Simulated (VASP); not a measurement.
# FeGe (P2_13) in VASP: single point with PBE

Aim: the single point of FeGe with PBE.

All numbers are computed with VASP 6.6.1; they aren't measurements. Logs are shortened: lines on timing, memory, paths and dates and some standing lists are left out, and cuts for length are marked.

### 1 The cell of the first run

It takes space group P2_13 (No. 198, cubic). Conventional cell: a = 4.663 Å, b = 4.663 Å, c = 4.663 Å, α = 90.00°, β = 90.00°, γ = 90.00°. Within 3.1 Å of Fe (site symmetry 3) lie 7 Ge at 2.37 to 2.63 Å and 6 Fe at 2.86 Å. Within 3.1 Å of Ge (site symmetry 3) lie 7 Fe at 2.37 to 2.63 Å and 6 Ge at 2.89 Å.

### 2 Single point, PBE

INCAR reads:

```
SYSTEM = FeGe
PREC = Accurate
ENCUT = 520
EDIFF = 1E-7
ISMEAR = 0
SIGMA = 0.05
LREAL = .FALSE.
LASPH = .TRUE.
NELM = 80
ALGO = Normal
ISIF = 2
LWAVE = .FALSE.
LCHARG = .FALSE.
GGA = PE
NBANDS = 54
```

KPOINTS reads:

```
Automatic mesh
0
G
  8 8 8
  0 0 0
```

POSCAR reads:

```
FeGe
1.0
    4.6626167221      0.0000000000      0.0000000000
    0.0000000000      4.6626167221      0.0000000000
    0.0000000000      0.0000000000      4.6626167221
Fe Ge
4 4
Direct
    0.1349101329      0.1349101329      0.1349101329
    0.3650898671      0.8650898671      0.6349101329
    0.6349101329      0.3650898671      0.8650898671
    0.8650898671      0.6349101329      0.3650898671
    0.8417623853      0.8417623853      0.8417623853
    0.6582376147      0.1582376147      0.3417623853
    0.3417623853      0.6582376147      0.1582376147
    0.1582376147      0.3417623853      0.6582376147
```

Potentials or basis: VASP PAW PBE potentials, release 64 (Fe, Ge_d).

Command:

```console
> cat potpaw_PBE.64/Fe/POTCAR potpaw_PBE.64/Ge_d/POTCAR > POTCAR
> mpirun -np 1 vasp_std > vasp.out
```

OUTCAR:

```text
SYSTEM = FeGe
   PREC = Accurate
   ENCUT = 520
   EDIFF = 1E-7
   ISMEAR = 0
   LREAL = .FALSE.
   LASPH = .TRUE.
   NELM = 80
   ISIF = 2
   GGA = PE

 ion  position               nearest neighbor table
   1  0.135  0.135  0.135-   5 2.37   6 2.43   7 2.43   8 2.43   7 2.63   8 2.63   6 2.63   3 2.86
                             4 2.86   2 2.86   2 2.86   4 2.86   3 2.86
   2  0.365  0.865  0.635-   6 2.37   5 2.43   7 2.43   8 2.43   7 2.63   8 2.63   5 2.63   1 2.86
                             1 2.86   3 2.86   3 2.86   4 2.86   4 2.86
   3  0.635  0.365  0.865-   7 2.37   6 2.43   5 2.43   8 2.43   8 2.63   6 2.63   5 2.63   1 2.86
                             4 2.86   2 2.86   2 2.86   4 2.86   1 2.86
   4  0.865  0.635  0.365-   8 2.37   6 2.43   7 2.43   5 2.43   6 2.63   5 2.63   7 2.63   1 2.86
                             3 2.86   2 2.86   1 2.86   2 2.86   3 2.86
   5  0.842  0.842  0.842-   1 2.37   2 2.43   3 2.43   4 2.43   3 2.63   4 2.63   2 2.63   6 2.89
                             7 2.89   8 2.89   6 2.89   8 2.89   7 2.89
   6  0.658  0.158  0.342-   2 2.37   1 2.43   3 2.43   4 2.43   3 2.63   4 2.63   1 2.63   8 2.89
                             5 2.89   5 2.89   7 2.89   7 2.89   8 2.89
   7  0.342  0.658  0.158-   3 2.37   2 2.43   1 2.43   4 2.43   4 2.63   2 2.63   1 2.63   8 2.89
                             5 2.89   8 2.89   6 2.89   6 2.89   5 2.89
   8  0.158  0.342  0.658-   4 2.37   2 2.43   3 2.43   1 2.43   2 2.63   1 2.63   3 2.63   7 2.89
                             5 2.89   7 2.89   5 2.89   6 2.89   6 2.89

  LATTYP: Found a simple cubic cell.
 ALAT       =     4.6626167221

  Lattice vectors:

 A1 = (   4.6626167221,   0.0000000000,   0.0000000000)
 A2 = (   0.0000000000,   4.6626167221,   0.0000000000)
 A3 = (   0.0000000000,   0.0000000000,   4.6626167221)

Analysis of symmetry for initial positions (statically):
=====================================================================
 Subroutine PRICEL returns:
 Original cell was already a primitive cell.

 Routine SETGRP: Setting up the symmetry group for a
 simple cubic supercell.

 Subroutine GETGRP returns: Found 12 space group operations
 (whereof  3 operations were pure point group operations)
 out of a pool of 48 trial point group operations.

The static configuration has the point symmetry C_3 .
 The point group associated with its full space group is T   .

Analysis of symmetry for dynamics (positions and initial velocities):
=====================================================================
 Subroutine PRICEL returns:
 Original cell was already a primitive cell.

 Routine SETGRP: Setting up the symmetry group for a
 simple cubic supercell.

 Subroutine GETGRP returns: Found 12 space group operations
 (whereof  3 operations were pure point group operations)
 out of a pool of 48 trial point group operations.

The dynamic configuration has the point symmetry C_3 .
 The point group associated with its full space group is T   .

 Subroutine INISYM returns: Found 12 space group operations
 (whereof  3 operations are pure point group operations),
 and found     1 'primitive' translations

----------------------------------------------------------------------------------------

                                     Primitive cell

  volume of cell :     101.3653

  direct lattice vectors                    reciprocal lattice vectors
     4.662616722  0.000000000  0.000000000     0.214471843  0.000000000  0.000000000
     0.000000000  4.662616722  0.000000000     0.000000000  0.214471843  0.000000000
     0.000000000  0.000000000  4.662616722     0.000000000  0.000000000  0.214471843

  length of vectors
     4.662616722  4.662616722  4.662616722     0.214471843  0.214471843  0.214471843

  position of ions in fractional coordinates (direct lattice)
     0.134910133  0.134910133  0.134910133
     0.365089867  0.865089867  0.634910133
     0.634910133  0.365089867  0.865089867
     0.865089867  0.634910133  0.365089867
     0.841762385  0.841762385  0.841762385
     0.658237615  0.158237615  0.341762385
     0.341762385  0.658237615  0.158237615
     0.158237615  0.341762385  0.658237615

  ion indices of the primitive-cell ions
   primitive index   ion index
                 1           1
                 2           2
                 3           3
                 4           4
                 5           5
                 6           6
                 7           7
                 8           8

----------------------------------------------------------------------------------------

 KPOINTS: Automatic mesh

Automatic generation of k-mesh.
 Grid dimensions read from file:
 generate k-points for:    8    8    8

 Generating k-lattice:

  Cartesian coordinates                     Fractional coordinates (reciprocal lattice)
     0.026808980  0.000000000  0.000000000     0.125000000  0.000000000  0.000000000
     0.000000000  0.026808980  0.000000000     0.000000000  0.125000000  0.000000000
     0.000000000  0.000000000  0.026808980     0.000000000  0.000000000  0.125000000

  Length of vectors
     0.026808980  0.026808980  0.026808980

  Shift w.r.t. Gamma in fractional coordinates (k-lattice)
     0.000000000  0.000000000  0.000000000

 Subroutine IBZKPT returns following result:
 ===========================================

 Found     45 irreducible k-points:

 Following reciprocal coordinates:
            Coordinates               Weight
  0.000000  0.000000  0.000000      1.000000
  0.125000  0.000000  0.000000      6.000000
  0.250000  0.000000  0.000000      6.000000
  0.375000  0.000000  0.000000      6.000000
  0.500000  0.000000  0.000000      3.000000
  0.125000  0.125000  0.000000     12.000000
[... 16 lines left out ...]
  0.250000  0.125000  0.125000     24.000000
  0.375000  0.125000  0.125000     24.000000
 [... further k-points ...]
   k-points           NKPTS =     45   k-points in BZ     NKDIM =     45   number of bands    NBANDS=     54
   number of dos      NEDOS =    301   number of ions     NIONS =      8
   total plane-waves  NPLWV =  46656
   dimension x,y,z NGX =    36 NGY =   36 NGZ =   36
   dimension x,y,z NGXF=    72 NGYF=   72 NGZF=   72
   ions per type =               4   4
   NGX,Y,Z   is equivalent  to a cutoff of  12.84, 12.84, 12.84 a.u.
   NGXF,Y,Z  is equivalent  to a cutoff of  25.67, 25.67, 25.67 a.u.
 SYSTEM =  FeGe
   PREC   = accura    normal or accurate (medium, high low for compatibility)
   ISTART =      0    job   : 0-new  1-cont  2-samecut
   ICHARG =      2    charge: 1-file 2-atom 10-const
   ISPIN  =      1    spin polarized calculation?
   LNONCOLLINEAR =      F non collinear calculations
   LSORBIT =      F    spin-orbit coupling
   LASPH  =      T    aspherical Exc in radial PAW
   ENCUT  =  520.0 eV  38.22 Ry    6.18 a.u.   8.67  8.67  8.67*2*pi/ulx,y,z
   NELM   =     80;   NELMIN=  2; NELMDL= -5     # of ELM steps
   EDIFF  = 0.1E-06   stopping-criterion for ELM
   LREAL  =      F    real-space projection
   EDIFFG = 0.1E-05   stopping-criterion for IOM
   NSW    =      0    number of steps for IOM
   IBRION =     -1    ionic relax: 0-MD 1-quasi-New 2-CG
   NFREE  =      0    steps in history (QN), initial steepest desc. (CG)
   ISIF   =      2    stress and relaxation
   ISYM   =      2    0-nonsym 1-usesym 2-fastsym
   POTIM  = 0.5000    time-step for ionic-motion
   TEBEG  =    0.0;   TEEND  =   0.0 temperature during run
   PSTRESS=    0.0 pullay stress
   NELECT =      88.0000    total number of electrons
   NUPDOWN=      -1.0000    fix difference up-down
   EMIN   =  10.00;   EMAX   =-10.00  energy-range for DOS
   EFERMI =   0.00;   METHOD = LEGACY
   ISMEAR =     0;   SIGMA  =   0.05  broadening in eV -4-tet -1-fermi 0-gaus
   EFERMI_NEDOS =   21; number of points for ismear=-14 and -15
   IALGO  =     38    algorithm
   IMIX   =      4    mixing-type and parameters
     AMIX     =   0.40;   BMIX     =  1.00
     AMIX_MAG =   1.60;   BMIX_MAG =  1.00
  volume/ion in A,a.u.               =      12.67        85.51
  Fermi-wavevector in a.u.,A,eV,Ry     =   1.561730  2.951242 33.184626  2.439001
  Thomas-Fermi vector in A             =   2.664753
   LORBIT       =      0    0 simple, 1 ext, 2 COOP (PROOUT), +10 PAW based schemes
   GGA     = PE    functional components
   LHFCALC =     F    Hartree Fock is set to
   AEXX    =    0.0000 exact exchange contribution
   IVDW    =     0    specifies the selected vdW correction
   LEPSILON=     F    determine dielectric tensor
   LRPA    =     F    only Hartree local field effects (RPA)
 non-spin polarized calculation
 Gauss-broadening in eV      SIGMA  =   0.05
  energy-cutoff  :      520.00
  volume of cell :      101.37
 maximum number of plane-waves:      2800
   NGX = 17   NGY = 17   NGZ = 17

 number of electron      87.9999920 magnetization

 Free energy of the ion-electron system (eV)
  ---------------------------------------------------
  ext. energy  EPLUGINS =         0.00000000
  ---------------------------------------------------
  free energy    TOTEN  =       -51.59740419 eV

  energy without entropy =      -51.59259427  energy(sigma->0) =      -51.59499923

 E-fermi :   8.0907     XC(G=0): -12.9758

 val. band max:        8.0457113808   @ k =   0.2500   0.1250   0.1250
 cond. band min:       8.1333868403   @ k =   0.2500   0.2500   0.0000
 fundamental gap:      0.0876754595
 Fermi energy:         8.0906893501

 k-point     1 :       0.0000    0.0000    0.0000
  band No.  band energies     occupation
      1     -16.5095      2.00000
      2     -16.5095      2.00000
      3     -16.5095      2.00000
      4     -16.4709      2.00000
      5     -16.4709      2.00000
      6     -16.4709      2.00000
[... 46 lines left out ...]
     53      11.9542      0.00000
     54      11.9542      0.00000

 k-point     2 :       0.1250    0.0000    0.0000
  band No.  band energies     occupation
      1     -16.5107      2.00000
      2     -16.5087      2.00000
      3     -16.5087      2.00000
      4     -16.4730      2.00000
      5     -16.4699      2.00000
      6     -16.4659      2.00000
[... 46 lines left out ...]
     53      12.0875      0.00000
     54      12.1215      0.00000
[... 1195 lines left out ...]
     53      11.7203      0.00000
     54      12.5031      0.00000

 k-point    24 :       0.3750    0.1250    0.1250
  band No.  band energies     occupation
      1     -16.5108      2.00000
      2     -16.5074      2.00000
      3     -16.5003      2.00000
      4     -16.4852      2.00000
      5     -16.4640      2.00000
      6     -16.4601      2.00000
[... 46 lines left out ...]
     53      11.7664      0.00000
     54      12.6012      0.00000

 [... further k-points ...]
[... 5 lines left out ...]
  --------------------------------------------------------------------------------------
  -------------------------------------------------------------------------------------
  Total       -1.7690528     -1.7690528     -1.7690528      0.0000000     -0.0000000      0.0000000
  in kB      -27.9616136    -27.9616136    -27.9616136      0.0000000     -0.0000000      0.0000000
  external PRESSURE =     -27.9616136 kB  Pullay stress =       0.0000000 kB

 VOLUME and BASIS-vectors are now :
 -----------------------------------------------------------------------------
  energy-cutoff  :      520.00
  volume of cell :      101.37
      direct lattice vectors                 reciprocal lattice vectors
     4.662616722  0.000000000  0.000000000     0.214471843  0.000000000  0.000000000
     0.000000000  4.662616722  0.000000000     0.000000000  0.214471843  0.000000000
     0.000000000  0.000000000  4.662616722     0.000000000  0.000000000  0.214471843

 POSITION                                       TOTAL-FORCE (eV/Angst)
 -----------------------------------------------------------------------------------
      0.62903      0.62903      0.62903        -0.065723     -0.065723     -0.065723
      1.70227      4.03358      2.96034         0.065723      0.065723     -0.065723
      2.96034      1.70227      4.03358        -0.065723      0.065723      0.065723
      4.03358      2.96034      1.70227         0.065723     -0.065723      0.065723
      3.92482      3.92482      3.92482        -0.215930     -0.215930     -0.215930
      3.06911      0.73780      1.59351         0.215930      0.215930     -0.215930
      1.59351      3.06911      0.73780        -0.215930      0.215930      0.215930
      0.73780      1.59351      3.06911         0.215930     -0.215930      0.215930
 -----------------------------------------------------------------------------------
    total drift:                               -0.000001     -0.000000      0.000000

  FREE ENERGIE OF THE ION-ELECTRON SYSTEM (eV)
  ---------------------------------------------------
  free  energy   TOTEN  =       -51.5974041865 eV

  energy  without entropy=      -51.5925942721  energy(sigma->0) =      -51.59499923
```

It took 7.5 min on 1 thread of Intel Xeon 6975P-C, shared host; peak memory 0.33 GiB.

What came out:

```
Free energy            : -51.5974 eV
Pressure               : -2.8 GPa
Largest force          : 0.374 eV/Å
Band gap on the k mesh : 0.09 eV, indirect (least direct gap 0.11 eV)
```

Forces in eV/Å, atoms in the order of the input:
```
Fe  -0.066 -0.066 -0.066
Fe   0.066  0.066 -0.066
Fe  -0.066  0.066  0.066
Fe   0.066 -0.066  0.066
Ge  -0.216 -0.216 -0.216
Ge   0.216  0.216 -0.216
Ge  -0.216  0.216  0.216
Ge   0.216 -0.216  0.216
```

Levels at points of the mesh, in eV from the valence-band top:
```tsv
k point	band 40	band 41	band 42	band 43	band 44	band 45	band 46	band 47	band 48	band 49
(0.00, 0.00, 0.00)	-0.21	-0.21	-0.21	-0.04	-0.04	0.42	0.42	0.42	2.15	2.15
(0.50, 0.00, 0.00)	-1.01	-0.31	-0.31	-0.02	-0.02	0.11	0.11	1.42	1.42	1.55
(0.50, 0.50, 0.00)	-1.00	-0.86	-0.86	-0.28	-0.28	0.51	0.51	0.89	0.89	1.95
(0.50, 0.50, 0.50)	-0.55	-0.52	-0.52	-0.52	-0.52	0.33	0.33	0.33	0.33	4.56
```

A k mesh can miss the band edges. Spin polarisation is off, so any magnetic state and its effect on volume and gap are missing.
